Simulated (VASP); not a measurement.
# Mg7O (Fm-3m) in VASP: further runs

The runs below take Mg7O through single point, relaxation of cell and atoms, with PBE.

All numbers are computed with VASP 6.6.1; they aren't measurements. Logs are shortened: lines on timing, memory, paths and dates and some standing lists are left out, and cuts for length are marked.

### Step 1. The cell of the first run

Symmetry: Fm-3m, No. 225, cubic system. The conventional cell has a = 7.863 Å, b = 7.863 Å, c = 7.863 Å, α = 90.00°, β = 90.00°, γ = 90.00°. Within 3.7 Å of Mg (site symmetry mmm) lie 10 Mg at 2.78 Å and 2 O at 2.78 Å. Mg (site symmetry m-3m) has 12 Mg at 2.78 Å within 3.7 Å. O (site symmetry m-3m) has 12 Mg at 2.78 Å within 3.7 Å.

### Step 2. Single point, PBE

The input, INCAR:

```
PREC     = Accurate       # precision mode
ENCUT    = 520            # plane-wave cutoff, eV
EDIFF    = 1E-6           # SCF threshold, eV
ISMEAR   = 0              # smearing method
SIGMA    = 0.1            # smearing width, eV
LREAL    = False          # projectors in reciprocal space
LASPH    = True           # aspherical terms in the spheres
NELM     = 100            # most SCF steps
ALGO     = Normal         # electronic algorithm
ISIF     = 2              # what is computed and relaxed
LWAVE    = False          # write WAVECAR
LCHARG   = False          # write CHGCAR
GGA      = PE             # functional
NBANDS   = 20             # bands
```

The input, KPOINTS:

```
Automatic mesh
0
Gamma
  4 4 4
```

The input, POSCAR:

```
Mg7O
1.0
    0.0000000000      3.9315929100      3.9315929100
    3.9315929100      0.0000000000      3.9315929100
    3.9315929100      3.9315929100      0.0000000000
Mg O
7 1
Direct
    0.0000000000      0.0000000000      0.5000000000
    0.5000000000      0.0000000000      0.5000000000
    0.0000000000      0.5000000000      0.5000000000
    0.5000000000      0.5000000000      0.0000000000
    0.0000000000      0.5000000000      0.0000000000
    0.5000000000      0.0000000000      0.0000000000
    0.5000000000      0.5000000000      0.5000000000
    0.0000000000      0.0000000000      0.0000000000
```

Potentials or basis: VASP PAW PBE potentials, release 64 (Mg, O).

Launch:

```sh
> cat potpaw_PBE.64/Mg/POTCAR potpaw_PBE.64/O/POTCAR > POTCAR
> mpirun -np 1 vasp_std > vasp.out
```

OUTCAR:

```text
PREC = Accurate
   ENCUT = 520
   EDIFF = 1E-6
   ISMEAR = 0
   LREAL = False
   LASPH = True
   NELM = 100
   ISIF = 2
   GGA = PE

 ion  position               nearest neighbor table
   1  0.000  0.000  0.500-   2 2.78   3 2.78   8 2.78   5 2.78   6 2.78   8 2.78   3 2.78   5 2.78
                             7 2.78   2 2.78   6 2.78   7 2.78
   2  0.500  0.000  0.500-   1 2.78   6 2.78   7 2.78   4 2.78   6 2.78   8 2.78   3 2.78   4 2.78
                             7 2.78   1 2.78   3 2.78   8 2.78
   3  0.000  0.500  0.500-   1 2.78   5 2.78   7 2.78   4 2.78   5 2.78   8 2.78   1 2.78   2 2.78
                             8 2.78   2 2.78   4 2.78   7 2.78
   4  0.500  0.500  0.000-   5 2.78   6 2.78   7 2.78   2 2.78   3 2.78   7 2.78   2 2.78   6 2.78
                             8 2.78   3 2.78   5 2.78   8 2.78
   5  0.000  0.500  0.000-   3 2.78   4 2.78   8 2.78   1 2.78   3 2.78   7 2.78   1 2.78   6 2.78
                             8 2.78   4 2.78   6 2.78   7 2.78
   6  0.500  0.000  0.000-   2 2.78   4 2.78   8 2.78   1 2.78   2 2.78   7 2.78   4 2.78   5 2.78
                             7 2.78   1 2.78   5 2.78   8 2.78
   7  0.500  0.500  0.500-   2 2.78   3 2.78   4 2.78   4 2.78   5 2.78   6 2.78   1 2.78   2 2.78
                             6 2.78   1 2.78   3 2.78   5 2.78
   8  0.000  0.000  0.000-   1 2.78   5 2.78   6 2.78   1 2.78   2 2.78   3 2.78   3 2.78   4 2.78
                             5 2.78   2 2.78   4 2.78   6 2.78

  LATTYP: Found a face centered cubic cell.
 ALAT       =     7.8631858200

  Lattice vectors:

 A1 = (   0.0000000000,   3.9315929100,   3.9315929100)
 A2 = (   3.9315929100,   0.0000000000,   3.9315929100)
 A3 = (   3.9315929100,   3.9315929100,   0.0000000000)

Analysis of symmetry for initial positions (statically):
=====================================================================
 Subroutine PRICEL returns:
 Original cell was already a primitive cell.

 Routine SETGRP: Setting up the symmetry group for a
 face centered cubic supercell.

 Subroutine GETGRP returns: Found 48 space group operations
 (whereof 48 operations were pure point group operations)
 out of a pool of 48 trial point group operations.

The static configuration has the point symmetry O_h .

Analysis of symmetry for dynamics (positions and initial velocities):
=====================================================================
 Subroutine PRICEL returns:
 Original cell was already a primitive cell.

 Routine SETGRP: Setting up the symmetry group for a
 face centered cubic supercell.

 Subroutine GETGRP returns: Found 48 space group operations
 (whereof 48 operations were pure point group operations)
 out of a pool of 48 trial point group operations.

The dynamic configuration has the point symmetry O_h .

 Subroutine INISYM returns: Found 48 space group operations
 (whereof 48 operations are pure point group operations),
 and found     1 'primitive' translations

----------------------------------------------------------------------------------------

                                     Primitive cell

  volume of cell :     121.5446

  direct lattice vectors                    reciprocal lattice vectors
     0.000000000  3.931592910  3.931592910    -0.127174916  0.127174916  0.127174916
     3.931592910  0.000000000  3.931592910     0.127174916 -0.127174916  0.127174916
     3.931592910  3.931592910  0.000000000     0.127174916  0.127174916 -0.127174916

  length of vectors
     5.560112015  5.560112015  5.560112015     0.220273417  0.220273417  0.220273417

  position of ions in fractional coordinates (direct lattice)
     0.000000000  0.000000000  0.500000000
     0.500000000  0.000000000  0.500000000
     0.000000000  0.500000000  0.500000000
     0.500000000  0.500000000  0.000000000
     0.000000000  0.500000000  0.000000000
     0.500000000  0.000000000  0.000000000
     0.500000000  0.500000000  0.500000000
     0.000000000  0.000000000  0.000000000

  ion indices of the primitive-cell ions
   primitive index   ion index
[... 49 lines left out ...]
  Thomas-Fermi vector in A             =   2.019639
   LORBIT       =      0    0 simple, 1 ext, 2 COOP (PROOUT), +10 PAW based schemes
   GGA     = PE    functional components
   LHFCALC =     F    Hartree Fock is set to
   AEXX    =    0.0000 exact exchange contribution
   IVDW    =     0    specifies the selected vdW correction
   LEPSILON=     F    determine dielectric tensor
   LRPA    =     F    only Hartree local field effects (RPA)
 non-spin polarized calculation
 Gauss-broadening in eV      SIGMA  =   0.10
  energy-cutoff  :      520.00
  volume of cell :      121.54
 maximum number of plane-waves:      3299
 NGX is ok and might be reduce to    42
   NGX = 21   NGY = 21   NGZ = 21

 number of electron      20.0000003 magnetization

 Free energy of the ion-electron system (eV)
  ---------------------------------------------------
  ext. energy  EPLUGINS =         0.00000000
  ---------------------------------------------------
  free energy    TOTEN  =       -13.72595251 eV

  energy without entropy =      -13.71075216  energy(sigma->0) =      -13.71835234

 E-fermi :   4.6943     XC(G=0):  -9.7243

 val. band max:        4.6258901788   @ k =   0.5000   0.2500   0.0000
 cond. band min:       4.8504780613   @ k =  -0.2500   0.2500   0.0000
 fundamental gap:      0.2245878825
 Fermi energy:         4.6943372961

 k-point     1 :       0.0000    0.0000    0.0000
  band No.  band energies     occupation
      1     -12.9970      2.00000
      2      -3.1680      2.00000
      3       0.4632      2.00000
      4       0.4632      2.00000
      5       0.4632      2.00000
      6       2.2394      2.00000
[... 12 lines left out ...]
     19      10.0103      0.00000
     20      12.2867      0.00000

 k-point     2 :       0.2500    0.0000    0.0000
  band No.  band energies     occupation
      1     -12.9883      2.00000
      2      -2.8981      2.00000
      3      -0.0853      2.00000
      4       0.3942      2.00000
      5       0.3942      2.00000
      6       1.6529      2.00000
[... 130 lines left out ...]
 k-point     8 :      -0.2500    0.5000    0.2500
  band No.  band energies     occupation
      1     -12.9741      2.00000
      2      -1.3814      2.00000
      3      -1.3814      2.00000
      4      -1.2287      2.00000
      5       1.0627      2.00000
      6       1.1492      2.00000
[... 12 lines left out ...]
     19       9.7635      0.00000
     20      10.7092      0.00000

------------------------ aborting loop because EDIFF is reached ----------------------------------------

  FORCE on cell =-STRESS in cart. coord.  units (eV):
  Direction    XX          YY          ZZ          XY          YZ          ZX
  --------------------------------------------------------------------------------------
  -------------------------------------------------------------------------------------
  Total       15.7251435     15.7251435     15.7251435      0.0000000      0.0000000     -0.0000000
  in kB      207.2858103    207.2858103    207.2858103      0.0000000      0.0000000     -0.0000000
  external PRESSURE =     207.2858103 kB  Pullay stress =       0.0000000 kB

 VOLUME and BASIS-vectors are now :
 -----------------------------------------------------------------------------
  energy-cutoff  :      520.00
  volume of cell :      121.54
      direct lattice vectors                 reciprocal lattice vectors
     0.000000000  3.931592910  3.931592910    -0.127174916  0.127174916  0.127174916
     3.931592910  0.000000000  3.931592910     0.127174916 -0.127174916  0.127174916
     3.931592910  3.931592910  0.000000000     0.127174916  0.127174916 -0.127174916

 POSITION                                       TOTAL-FORCE (eV/Angst)
 -----------------------------------------------------------------------------------
      1.96580      1.96580      0.00000        -0.000000     -0.000000      0.000000
      1.96580      3.93159      1.96580         0.000000     -0.000000      0.000000
      3.93159      1.96580      1.96580        -0.000000     -0.000000      0.000000
      1.96580      1.96580      3.93159         0.000000      0.000000     -0.000000
      1.96580      0.00000      1.96580         0.000000      0.000000     -0.000000
      0.00000      1.96580      1.96580         0.000000      0.000000      0.000000
      3.93159      3.93159      3.93159         0.000000      0.000000      0.000000
      0.00000      0.00000      0.00000         0.000000      0.000000      0.000000
 -----------------------------------------------------------------------------------
    total drift:                                0.000000      0.000000      0.000000

  FREE ENERGIE OF THE ION-ELECTRON SYSTEM (eV)
  ---------------------------------------------------
  free  energy   TOTEN  =       -13.7259525117 eV

  energy  without entropy=      -13.7107521604  energy(sigma->0) =      -13.71835234
```

Wall time 19 s (1 thread of Intel Xeon 6975P-C (Granite Rapids), shared host); peak memory 0.24 GiB.

What came out:

```
Free energy            : -13.7260 eV
Pressure               : 20.7 GPa
Band gap on the k mesh : zero (band 10 reaches 5.18 eV, above the bottom of band 11 at 3.76 eV)
```

### Step 3. Single point, PBE

This run uses another cell than the first one, of 20.19 Å³/atom, 1.329 times its volume.

The input, INCAR:

```
PREC = Accurate ; ENCUT = 520
EDIFF = 1E-7 ; ISMEAR = 0
SIGMA = 0.1 ; LREAL = False
LASPH = True ; NELM = 100
ALGO = Normal ; ISIF = 2
LWAVE = False ; LCHARG = False
GGA = PE ; NBANDS = 20
```

The input, KPOINTS:

```
regular mesh
0
Gamma
  4 4 4
```

POSCAR: that of step 2 with these lines changed.

```diff
@@ -2,5 +2,5 @@
 1.0
-    0.0000000000      3.9315929100      3.9315929100
-    3.9315929100      0.0000000000      3.9315929100
-    3.9315929100      3.9315929100      0.0000000000
+    0.0000000000      4.3227189690      4.3227189690
+    4.3227189690      0.0000000000      4.3227189690
+    4.3227189690      4.3227189690      0.0000000000
 Mg O
```

Potentials or basis: VASP PAW PBE potentials, release 64 (Mg, O).

Launch:

```sh
> cat potpaw_PBE.64/Mg/POTCAR potpaw_PBE.64/O/POTCAR > POTCAR
> mpirun -np 1 vasp_std > vasp.out
```

Run time: 28 s. Hardware: 1 thread of Intel Xeon 6975P-C (Granite Rapids), shared host; peak memory 0.31 GiB.

Results (log left out):

```yaml
Free_energy: -15.7722 eV
Pressure: 0.0 GPa
Band_gap_on_the_k_mesh: zero (band 10 reaches 3.07 eV, above the bottom of band 11 at 1.84 eV)
```

Levels at points of the mesh, in eV from the Fermi level:
| k point | band 8 | band 9 | band 10 | band 11 | band 12 | band 13 |
| --- | --- | --- | --- | --- | --- | --- |
| (0.00, 0.00, 0.00) | -1.01 | -1.01 | -0.97 | -0.97 | -0.97 | 0.02 |
| (0.50, 0.00, 0.00) | -1.97 | -1.68 | -0.27 | 0.22 | 0.22 | 2.33 |
| (0.50, 0.50, 0.00) | -1.28 | -1.28 | -1.07 | 1.74 | 1.74 | 2.31 |

### Step 4. Relaxation of cell and atoms, PBE

The input, INCAR:

```
SYSTEM = Mg7O
PREC     = Accurate       ! precision mode
ENCUT    = 600            ! plane-wave cutoff, eV
EDIFF    = 1E-6           ! SCF threshold, eV
ISMEAR   = 0              ! smearing method
SIGMA    = 0.1            ! smearing width, eV
LREAL    = .False.        ! projectors in reciprocal space
LASPH    = .True.         ! aspherical terms in the spheres
NELM     = 80             ! most SCF steps
ALGO     = Normal         ! electronic algorithm
ISIF     = 3              ! what is computed and relaxed
LWAVE    = .False.        ! write WAVECAR
LCHARG   = .False.        ! write CHGCAR
GGA      = PE             ! functional
IBRION   = 2              ! ionic algorithm
NSW      = 90             ! ionic steps
EDIFFG   = -0.04          ! ionic threshold
```

The input, KPOINTS:

```
Automatic mesh
0
Gamma
  4 4 4
  0 0 0
```

POSCAR: that of step 3 with these lines changed.

```diff
@@ -2,5 +2,5 @@
 1.0
-    0.0000000000      4.3227189690      4.3227189690
-    4.3227189690      0.0000000000      4.3227189690
-    4.3227189690      4.3227189690      0.0000000000
+    0.0000000000      3.9315929100      3.9315929100
+    3.9315929100      0.0000000000      3.9315929100
+    3.9315929100      3.9315929100      0.0000000000
 Mg O
```

Launch:

```sh
> cat potpaw_PBE.64/Mg/POTCAR potpaw_PBE.64/O/POTCAR > POTCAR
> mpirun -np 1 vasp_std > vasp.out
```

Wall time 50 s (1 thread of Intel Xeon 6975P-C (Granite Rapids), shared host); peak memory 0.32 GiB.

It converged, with:

```yaml
Free_energy: -15.7658 eV
Relaxed_volume: 20.26 Å³/atom
Relaxed_cell: a = 6.120 Å, b = 6.120 Å, c = 6.120 Å, α = 60.00°, β = 60.00°, γ = 60.00°
Space_group_after_relaxing_to_0.05_Å: Fm-3m (No. 225)
Energy_gained_by_relaxing: 254.7 meV/atom
Ionic_steps: 3
Pressure_after_relaxing: -0.1 GPa
Band_gap_on_the_k_mesh: zero (band 10 reaches 3.05 eV, above the bottom of band 11 at 1.82 eV)
```

Step by step:
```
step  energy change (eV)  largest force (eV/Å)  pressure (GPa)  volume (Å³)
   1              0.0000                0.0000           20.70       121.54
   2             -2.0343                0.0000            0.57       159.46
   3             -2.0378                0.0000           -0.11       162.08
```

Final structure:
```
CELL_PARAMETERS angstrom
0.00000 4.32748 4.32748
4.32748 0.00000 4.32748
4.32748 4.32748 0.00000
ATOMIC_POSITIONS crystal
Mg 0.00000 0.00000 0.50000
Mg 0.50000 0.00000 0.50000
Mg 0.00000 0.50000 0.50000
Mg 0.50000 0.50000 0.00000
Mg 0.00000 0.50000 0.00000
Mg 0.50000 0.00000 0.00000
Mg 0.50000 0.50000 0.50000
O 0.00000 0.00000 0.00000
```

Levels at points of the mesh, in eV from the Fermi level:
```tsv
k point	band 8	band 9	band 10	band 11	band 12	band 13
(0.00, 0.00, 0.00)	-1.01	-1.01	-0.97	-0.97	-0.97	0.02
(0.50, 0.00, 0.00)	-1.96	-1.67	-0.27	0.22	0.22	2.33
(0.50, 0.50, 0.00)	-1.27	-1.27	-1.06	1.73	1.73	2.31
```

Caveat: the volume moved by over 15 % at a fixed basis, so the end points are rough.

### Step 5. Single point, PBE, collinear spin, ferromagnetic start

The input, INCAR:

```
SYSTEM = Mg7O
PREC     = Accurate       ! precision mode
ENCUT    = 520            ! plane-wave cutoff, eV
EDIFF    = 1E-7           ! SCF threshold, eV
ISMEAR   = 0              ! smearing method
SIGMA    = 0.1            ! smearing width, eV
LREAL    = .False.        ! projectors in reciprocal space
LASPH    = .True.         ! aspherical terms in the spheres
NELM     = 150            ! most SCF steps
ALGO     = Normal         ! electronic algorithm
ISIF     = 2              ! what is computed and relaxed
LWAVE    = .False.        ! write WAVECAR
LCHARG   = .False.        ! write CHGCAR
ISPIN    = 2              ! spin polarisation
MAGMOM   = 0 0 0 0 0 0 0 1 ! initial moments
LORBIT   = 11             ! projections on sites
GGA      = PE             ! functional
NBANDS   = 24             ! bands
```

KPOINTS is that of step 4.

POSCAR is that of step 4.

Launch:

```sh
> cat potpaw_PBE.64/Mg/POTCAR potpaw_PBE.64/O/POTCAR > POTCAR
> mpirun -np 1 vasp_std > vasp.out
```

It took 56 s on 1 thread of Intel Xeon 6975P-C (Granite Rapids), shared host; peak memory 0.32 GiB.

The run converged. Its results:

* Free energy: -13.7260 eV
* Pressure: 20.7 GPa
* Band gap on the k mesh: zero (filled and empty bands overlap)
* Net moment: 0.00 μB per cell
* Valence electrons inside the program's atomic spheres: Mg 0.45, 0.51; O 4.80

Levels at points of the mesh, in eV from the Fermi level:
Spin up:
| k point | band 7 | band 8 | band 9 | band 10 | band 11 | band 12 | band 13 | band 14 |
| --- | --- | --- | --- | --- | --- | --- | --- | --- |
| (0.00, 0.00, 0.00) | -1.16 | -1.16 | -1.16 | -0.94 | -0.94 | -0.94 | 0.18 | 1.61 |
| (0.50, 0.00, 0.00) | -2.29 | -2.29 | -2.24 | -0.42 | 0.50 | 0.50 | 2.78 | 2.78 |
| (0.50, 0.50, 0.00) | -2.56 | -1.63 | -1.63 | -1.13 | 2.01 | 2.01 | 2.41 | 2.70 |
Spin down:
```csv
k point,band 6,band 7,band 8,band 9,band 10,band 11,band 12,band 13,band 14,band 15
"(0.00, 0.00, 0.00)",-2.45,-1.16,-1.16,-1.16,-0.94,-0.94,-0.94,0.18,1.61,1.61
"(0.50, 0.00, 0.00)",-3.02,-2.29,-2.29,-2.24,-0.42,0.50,0.50,2.78,2.78,3.12
"(0.50, 0.50, 0.00)",-4.07,-2.56,-1.63,-1.63,-1.13,2.01,2.01,2.41,2.70,3.89
```

### Step 6. Single point, PBE

This run uses another cell than the first one, of 20.19 Å³/atom, 1.329 times its volume.

The input, INCAR:

```
PREC = Accurate
ENCUT = 520
EDIFF = 1E-6
ISMEAR = 0
SIGMA = 0.1
LREAL = False
LASPH = True
NELM = 100
ALGO = Normal
ISIF = 2
LWAVE = False
LCHARG = True
GGA = PE
LELF = True
LVHAR = True
NBANDS = 20
```

The input, KPOINTS:

```
regular mesh
0
Gamma
  8 8 8
```

POSCAR: that of step 5 with these lines changed.

```diff
@@ -2,5 +2,5 @@
 1.0
-    0.0000000000      3.9315929100      3.9315929100
-    3.9315929100      0.0000000000      3.9315929100
-    3.9315929100      3.9315929100      0.0000000000
+    0.0000000000      4.3227189690      4.3227189690
+    4.3227189690      0.0000000000      4.3227189690
+    4.3227189690      4.3227189690      0.0000000000
 Mg O
```

Potentials or basis: VASP PAW PBE potentials, release 64 (Mg, O).

Launch:

```sh
> cat potpaw_PBE.64/Mg/POTCAR potpaw_PBE.64/O/POTCAR > POTCAR
> mpirun -np 1 vasp_std > vasp.out
```

It took 86 s on 1 thread of Intel Xeon 6975P-C (Granite Rapids), shared host; peak memory 0.35 GiB.

It converged, with:

- Free energy: -15.8905 eV
- Pressure: -0.2 GPa
- Band gap on the k mesh: zero (band 10 reaches 3.13 eV, above the bottom of band 11 at 1.84 eV)

Levels at points of the mesh, in eV from the Fermi level:
```tsv
k point	band 6	band 7	band 8	band 9	band 10	band 11	band 12	band 13	band 14	band 15
(0.00, 0.00, 0.00)	-1.93	-0.96	-0.96	-0.96	-0.91	-0.91	-0.91	0.08	1.50	1.50
(0.50, 0.00, 0.00)	-2.25	-1.91	-1.91	-1.59	-0.22	0.29	0.29	2.39	2.39	2.80
(0.50, 0.50, 0.00)	-3.41	-1.65	-1.19	-1.19	-1.00	1.79	1.79	2.36	2.74	3.42
```

### Step 7. Summary

```csv
task,spin,cell,k mesh,cutoff (eV),gap on the mesh (eV),pressure (GPa)
single point,off,"a = 5.560 Å, angles 60.0°, 8 atoms",4 × 4 × 4,520,none,20.7
single point,off,"a = 6.113 Å, angles 60.0°, 8 atoms",4 × 4 × 4,520,none,0.0
relaxation of cell and atoms,off,"relaxed from a = 5.560 Å, angles 60.0°, 8 atoms",4 × 4 × 4,600,none,-0.1
single point,"collinear, ferromagnetic start","a = 5.560 Å, angles 60.0°, 8 atoms",4 × 4 × 4,520,none,20.7
single point,off,"a = 6.113 Å, angles 60.0°, 8 atoms",8 × 8 × 8,520,none,-0.2
```

Alike in all rows: level PBE; potentials or basis VASP PAW PBE potentials, release 64 (Mg, O); smearing gaussian 0.1 eV.

Caveats: the volume moved by over 15 % at a fixed basis, so the end points are rough (some runs).

Total energies depend on the potentials used, so only differences within one code and one set of settings carry meaning.
